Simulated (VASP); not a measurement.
Runs of VASP 6.6.1 on Se. The structure is that of space group Pm-3m (No. 221), or close to it. The cells are those of the table. 

| task | cell | k mesh for the DOS | occupations for the DOS | gap on the mesh (eV) | pressure (GPa) |
| --- | --- | --- | --- | --- | --- |
| single point | a = 2.769 Å, 1 atom | - | - | none | (a) |
| single point | a = 2.336 Å, 1 atom | - | - | none | 123.9 |
| single point | a = 2.613 Å, 1 atom | - | - | none | 22.5 |
| single point | a = 2.693 Å, 1 atom | - | - | none | 8.9 |

Alike in all rows: level LDA; potentials or basis VASP PAW LDA potentials, release 64 (Se); no spin polarisation; k mesh 13 × 13 × 13; cutoff (eV) 520; smearing fermi-dirac 0.08 eV.

Q: Estimate the missing entries.

A: (a) 0.1.

A k mesh can miss the band edges, and the runs leave out spin-orbit coupling on Se.

A gap of «none» marks levels without a gap at the run's occupations.
